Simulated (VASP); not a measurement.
# Sn3PbS4 (Cmmm) in VASP: single point with PBE

Aim: the single point of Sn3PbS4 with PBE.

All numbers are computed with VASP 6.6.1; they aren't measurements. Logs are shortened: lines on timing, memory, paths and dates and some standing lists are left out, and cuts for length are marked.

## (1) The cell of the first run

Symmetry: Cmmm, No. 65, orthorhombic system. The conventional cell has a = 8.332 Å, b = 11.782 Å, c = 4.166 Å, α = 90.00°, β = 90.00°, γ = 90.00°. Within 3.9 Å of Sn (site symmetry 2/m) lie 6 S at 2.95 Å. Sn (site symmetry mmm) has 6 S at 2.91 Å within 3.8 Å. Within 3.9 Å of Pb (site symmetry mmm) lie 6 S at 2.98 Å. S (site symmetry 2mm) has 4 Sn at 2.91 to 2.95 Å and 2 Pb at 2.98 Å within 3.8 Å. Within 3.8 Å of S (site symmetry m2m) lie 5 Sn at 2.91 to 2.95 Å and 1 Pb at 2.98 Å.

## (2) Single point, PBE

Input file INCAR:

```
PREC     = Accurate       # precision mode
ENCUT    = 520            # plane-wave cutoff, eV
EDIFF    = 1E-7           # SCF threshold, eV
ISMEAR   = 0              # smearing method
SIGMA    = 0.1            # smearing width, eV
LREAL    = F              # projectors in reciprocal space
LASPH    = T              # aspherical terms in the spheres
NELM     = 80             # most SCF steps
ALGO     = Normal         # electronic algorithm
ISIF     = 2              # what is computed and relaxed
LWAVE    = F              # write WAVECAR
LCHARG   = F              # write CHGCAR
GGA      = PE             # functional
NBANDS   = 50             # bands
```

Input file KPOINTS:

```
regular mesh
0
Gamma
  4 4 4
```

Input file POSCAR:

```
Sn3PbS4
1.0
    4.1661870000     -5.8910910000      0.0000000000
    4.1661870000      5.8910910000      0.0000000000
    0.0000000000      0.0000000000      4.1655600000
Sn Pb S
3 1 4
Direct
    0.0000000000      0.5000000000      0.0000000000
    0.0000000000      0.0000000000      0.5000000000
    0.5000000000      0.0000000000      0.0000000000
    0.5000000000      0.5000000000      0.5000000000
    0.7555880000      0.7555880000      0.0000000000
    0.7527410000      0.2472590000      0.5000000000
    0.2472590000      0.7527410000      0.5000000000
    0.2444120000      0.2444120000      0.0000000000
```

Potentials or basis: VASP PAW PBE potentials, release 64 (Sn_d, Pb_d, S).

The run is started by

```sh
$ cat potpaw_PBE.64/Sn_d/POTCAR potpaw_PBE.64/Pb_d/POTCAR potpaw_PBE.64/S/POTCAR > POTCAR
$ mpirun -np 1 vasp_std > vasp.out
```

OUTCAR:

```text
PREC = Accurate
   ENCUT = 520
   EDIFF = 1E-7
   ISMEAR = 0
   LREAL = F
   LASPH = T
   NELM = 80
   ISIF = 2
   GGA = PE

 ion  position               nearest neighbor table
   1  0.000  0.500  0.000-   6 2.95   7 2.95   6 2.95   7 2.95   5 2.95   8 2.95
   2  0.000  0.000  0.500-   5 2.91   8 2.91   5 2.91   8 2.91   7 2.91   6 2.91
   3  0.500  0.000  0.000-   6 2.95   7 2.95   6 2.95   7 2.95   5 2.95   8 2.95
   4  0.500  0.500  0.500-   6 2.98   7 2.98   5 2.98   8 2.98   5 2.98   8 2.98
   5  0.756  0.756  0.000-   2 2.91   2 2.91   3 2.95   1 2.95   4 2.98   4 2.98
   6  0.753  0.247  0.500-   2 2.91   1 2.95   3 2.95   1 2.95   3 2.95   4 2.98
   7  0.247  0.753  0.500-   2 2.91   1 2.95   3 2.95   1 2.95   3 2.95   4 2.98
   8  0.244  0.244  0.000-   2 2.91   2 2.91   3 2.95   1 2.95   4 2.98   4 2.98

  LATTYP: Found a base centered orthorhombic cell.
 ALAT       =     8.3323740000
 B/A-ratio  =     1.4140246225
 C/A-ratio  =     0.4999247513

  Lattice vectors:

 A1 = (   4.1661870000,  -5.8910910000,   0.0000000000)
 A2 = (   4.1661870000,   5.8910910000,   0.0000000000)
 A3 = (   0.0000000000,   0.0000000000,   4.1655600000)

Analysis of symmetry for initial positions (statically):
=====================================================================
 Subroutine PRICEL returns:
 Original cell was already a primitive cell.

 Routine SETGRP: Setting up the symmetry group for a
 base centered orthorhombic supercell.

 Subroutine GETGRP returns: Found  8 space group operations
 (whereof  8 operations were pure point group operations)
 out of a pool of  8 trial point group operations.

The static configuration has the point symmetry D_2h.

Analysis of symmetry for dynamics (positions and initial velocities):
=====================================================================
 Subroutine PRICEL returns:
 Original cell was already a primitive cell.

 Routine SETGRP: Setting up the symmetry group for a
 base centered orthorhombic supercell.

 Subroutine GETGRP returns: Found  8 space group operations
 (whereof  8 operations were pure point group operations)
 out of a pool of  8 trial point group operations.

The dynamic configuration has the point symmetry D_2h.

 Subroutine INISYM returns: Found  8 space group operations
 (whereof  8 operations are pure point group operations),
 and found     1 'primitive' translations

----------------------------------------------------------------------------------------

                                     Primitive cell

  volume of cell :     204.4739

  direct lattice vectors                    reciprocal lattice vectors
     4.166187000 -5.891091000  0.000000000     0.120013816 -0.084873922  0.000000000
     4.166187000  5.891091000  0.000000000     0.120013816  0.084873922  0.000000000
     0.000000000  0.000000000  4.165560000     0.000000000  0.000000000  0.240063761

  length of vectors
     7.215404860  7.215404860  4.165560000     0.146992853  0.146992853  0.240063761

  position of ions in fractional coordinates (direct lattice)
     0.000000000  0.500000000  0.000000000
     0.000000000  0.000000000  0.500000000
     0.500000000  0.000000000  0.000000000
     0.500000000  0.500000000  0.500000000
     0.755588000  0.755588000  0.000000000
     0.752741000  0.247259000  0.500000000
     0.247259000  0.752741000  0.500000000
     0.244412000  0.244412000  0.000000000

  ion indices of the primitive-cell ions
   primitive index   ion index
                 1           1
                 2           2
                 3           3
                 4           4
                 5           5
                 6           6
                 7           7
                 8           8

----------------------------------------------------------------------------------------

 KPOINTS: regular mesh

Automatic generation of k-mesh.
 Grid dimensions read from file:
 generate k-points for:    4    4    4

 Generating k-lattice:

  Cartesian coordinates                     Fractional coordinates (reciprocal lattice)
     0.030003454 -0.021218481  0.000000000     0.250000000  0.000000000  0.000000000
     0.030003454  0.021218481  0.000000000     0.000000000  0.250000000  0.000000000
     0.000000000  0.000000000  0.060015940     0.000000000  0.000000000  0.250000000

  Length of vectors
     0.036748213  0.036748213  0.060015940

  Shift w.r.t. Gamma in fractional coordinates (k-lattice)
     0.000000000  0.000000000  0.000000000

 Subroutine IBZKPT returns following result:
 ===========================================

 Found     21 irreducible k-points:

 Following reciprocal coordinates:
            Coordinates               Weight
  0.000000  0.000000  0.000000      1.000000
  0.250000 -0.000000  0.000000      4.000000
  0.500000 -0.000000  0.000000      2.000000
  0.250000  0.250000  0.000000      2.000000
  0.500000  0.250000  0.000000      4.000000
 -0.250000  0.250000  0.000000      2.000000
[... 13 lines left out ...]
 -0.250000  0.250000  0.500000      2.000000
  0.500000  0.500000  0.500000      1.000000
   k-points           NKPTS =     21   k-points in BZ     NKDIM =     21   number of bands    NBANDS=     50
   number of dos      NEDOS =    301   number of ions     NIONS =      8
   total plane-waves  NPLWV =  93312
   dimension x,y,z NGX =    54 NGY =   54 NGZ =   32
   dimension x,y,z NGXF=   108 NGYF=  108 NGZF=   64
   ions per type =               3   1   4
   NGX,Y,Z   is equivalent  to a cutoff of  12.44, 12.44, 12.77 a.u.
   NGXF,Y,Z  is equivalent  to a cutoff of  24.88, 24.88, 25.54 a.u.
 SYSTEM =  unknown system
   PREC   = accura    normal or accurate (medium, high low for compatibility)
   ISTART =      0    job   : 0-new  1-cont  2-samecut
   ICHARG =      2    charge: 1-file 2-atom 10-const
   ISPIN  =      1    spin polarized calculation?
   LNONCOLLINEAR =      F non collinear calculations
   LSORBIT =      F    spin-orbit coupling
   LASPH  =      T    aspherical Exc in radial PAW
   ENCUT  =  520.0 eV  38.22 Ry    6.18 a.u.  13.42 13.42  7.75*2*pi/ulx,y,z
   NELM   =     80;   NELMIN=  2; NELMDL= -5     # of ELM steps
   EDIFF  = 0.1E-06   stopping-criterion for ELM
   LREAL  =      F    real-space projection
   EDIFFG = 0.1E-05   stopping-criterion for IOM
   NSW    =      0    number of steps for IOM
   IBRION =     -1    ionic relax: 0-MD 1-quasi-New 2-CG
   NFREE  =      0    steps in history (QN), initial steepest desc. (CG)
   ISIF   =      2    stress and relaxation
   ISYM   =      2    0-nonsym 1-usesym 2-fastsym
   POTIM  = 0.5000    time-step for ionic-motion
   TEBEG  =    0.0;   TEEND  =   0.0 temperature during run
   PSTRESS=    0.0 pullay stress
   NELECT =      80.0000    total number of electrons
   NUPDOWN=      -1.0000    fix difference up-down
   EMIN   =  10.00;   EMAX   =-10.00  energy-range for DOS
   EFERMI =   0.00;   METHOD = LEGACY
   ISMEAR =     0;   SIGMA  =   0.10  broadening in eV -4-tet -1-fermi 0-gaus
   EFERMI_NEDOS =   21; number of points for ismear=-14 and -15
   IALGO  =     38    algorithm
   IMIX   =      4    mixing-type and parameters
     AMIX     =   0.40;   BMIX     =  1.00
     AMIX_MAG =   1.60;   BMIX_MAG =  1.00
  volume/ion in A,a.u.               =      25.56       172.48
  Fermi-wavevector in a.u.,A,eV,Ry     =   1.197362  2.262686 19.506348  1.433676
  Thomas-Fermi vector in A             =   2.333279
   LORBIT       =      0    0 simple, 1 ext, 2 COOP (PROOUT), +10 PAW based schemes
   GGA     = PE    functional components
   LHFCALC =     F    Hartree Fock is set to
   AEXX    =    0.0000 exact exchange contribution
   IVDW    =     0    specifies the selected vdW correction
   LEPSILON=     F    determine dielectric tensor
   LRPA    =     F    only Hartree local field effects (RPA)
 non-spin polarized calculation
 Gauss-broadening in eV      SIGMA  =   0.10
  energy-cutoff  :      520.00
  volume of cell :      204.47
 maximum number of plane-waves:      5518
 NGX is ok and might be reduce to    54
   NGX = 27   NGY = 27   NGZ = 15

 number of electron      80.0000020 magnetization

 Free energy of the ion-electron system (eV)
  ---------------------------------------------------
  ext. energy  EPLUGINS =         0.00000000
  ---------------------------------------------------
  free energy    TOTEN  =       -35.10515409 eV

  energy without entropy =      -35.10141320  energy(sigma->0) =      -35.10328365

 E-fermi :   6.2436     XC(G=0):  -9.6527

 val. band max:        6.1902253080   @ k =   0.0000   0.0000   0.0000
 cond. band min:       6.2642525545   @ k =   0.0000   0.0000   0.0000
 fundamental gap:      0.0740272464
 Fermi energy:         6.2435719693

 k-point     1 :       0.0000    0.0000    0.0000
  band No.  band energies     occupation
      1     -15.5722      2.00000
      2     -15.5669      2.00000
      3     -15.5652      2.00000
      4     -15.5583      2.00000
      5     -15.5556      2.00000
      6     -15.5550      2.00000
[... 42 lines left out ...]
     49      10.8209      0.00000
     50      10.8333      0.00000

 k-point     2 :       0.2500   -0.0000    0.0000
  band No.  band energies     occupation
      1     -15.5712      2.00000
      2     -15.5675      2.00000
      3     -15.5622      2.00000
      4     -15.5574      2.00000
      5     -15.5556      2.00000
      6     -15.5543      2.00000
[... 42 lines left out ...]
     49      10.0330      0.00000
     50      10.0473      0.00000

 k-point     3 :       0.5000   -0.0000    0.0000
  band No.  band energies     occupation
      1     -15.5695      2.00000
      2     -15.5689      2.00000
      3     -15.5562      2.00000
      4     -15.5560      2.00000
      5     -15.5554      2.00000
      6     -15.5547      2.00000
[... 943 lines left out ...]
     49       9.8091      0.00000
     50       9.8103      0.00000

 k-point    21 :       0.5000    0.5000    0.5000
  band No.  band energies     occupation
      1     -15.5757      2.00000
      2     -15.5608      2.00000
      3     -15.5608      2.00000
      4     -15.5601      2.00000
      5     -15.5574      2.00000
      6     -15.5570      2.00000
[... 42 lines left out ...]
     49      11.2974      0.00000
     50      11.3614      0.00000

------------------------ aborting loop because EDIFF is reached ----------------------------------------

  FORCE on cell =-STRESS in cart. coord.  units (eV):
  Direction    XX          YY          ZZ          XY          YZ          ZX
  --------------------------------------------------------------------------------------
  -------------------------------------------------------------------------------------
  Total       -0.4622859     -0.5127116     -0.4051939     -0.0000000      0.0000000      0.0000000
  in kB       -3.6222908     -4.0174070     -3.1749407     -0.0000000      0.0000000      0.0000000
  external PRESSURE =      -3.6048795 kB  Pullay stress =       0.0000000 kB

 VOLUME and BASIS-vectors are now :
 -----------------------------------------------------------------------------
  energy-cutoff  :      520.00
  volume of cell :      204.47
      direct lattice vectors                 reciprocal lattice vectors
     4.166187000 -5.891091000  0.000000000     0.120013816 -0.084873922  0.000000000
     4.166187000  5.891091000  0.000000000     0.120013816  0.084873922  0.000000000
     0.000000000  0.000000000  4.165560000     0.000000000  0.000000000  0.240063761

 POSITION                                       TOTAL-FORCE (eV/Angst)
 -----------------------------------------------------------------------------------
      2.08309      2.94555      0.00000         0.000000      0.000000     -0.000000
      0.00000      0.00000      2.08278         0.000000      0.000000     -0.000000
      2.08309     -2.94555      0.00000        -0.000000     -0.000000     -0.000000
      4.16619      0.00000      2.08278        -0.000000     -0.000000     -0.000000
      6.29584      0.00000      0.00000         0.001125      0.000000      0.000000
      4.16619     -2.97784      2.08278         0.000000     -0.001029     -0.000000
      4.16619      2.97784      2.08278         0.000000      0.001029      0.000000
      2.03653      0.00000      0.00000        -0.001125      0.000000     -0.000000
 -----------------------------------------------------------------------------------
    total drift:                               -0.000000     -0.000000      0.000000

  FREE ENERGIE OF THE ION-ELECTRON SYSTEM (eV)
  ---------------------------------------------------
  free  energy   TOTEN  =       -35.1051540924 eV

  energy  without entropy=      -35.1014132047  energy(sigma->0) =      -35.10328365
```

Wall time 2.3 min (1 thread of AMD EPYC 7R13 (Zen 3), shared host); peak memory 0.37 GiB.

What came out:

* Free energy: -35.1052 eV
* Pressure: -0.4 GPa
* Band gap on the k mesh: 0.07 eV

Levels at points of the mesh, in eV from the valence-band top:
| k point | band 37 | band 38 | band 39 | band 40 | band 41 | band 42 | band 43 | band 44 |
| --- | --- | --- | --- | --- | --- | --- | --- | --- |
| (0.00, 0.00, 0.00) | -2.25 | -2.25 | -0.03 | 0.00 | 0.07 | 0.38 | 1.38 | 1.43 |
| (0.50, 0.00, 0.00) | -2.39 | -2.21 | -1.28 | -1.23 | 1.97 | 2.26 | 2.45 | 2.49 |
| (0.50, 0.50, 0.00) | -2.05 | -1.81 | -0.82 | -0.72 | 1.02 | 1.12 | 1.83 | 1.94 |
| (0.00, 0.00, 0.50) | -1.45 | -1.16 | -0.72 | -0.70 | 1.02 | 1.11 | 1.61 | 1.79 |
| (0.50, 0.00, 0.50) | -2.70 | -2.32 | -2.18 | -2.09 | 2.42 | 2.42 | 2.48 | 2.54 |
| (0.50, 0.50, 0.50) | -2.24 | -2.24 | -0.03 | -0.01 | 0.10 | 0.37 | 1.38 | 1.43 |

Caveat: spin-orbit coupling is left out, which moves the levels of the heavy elements. A k mesh can miss the band edges.
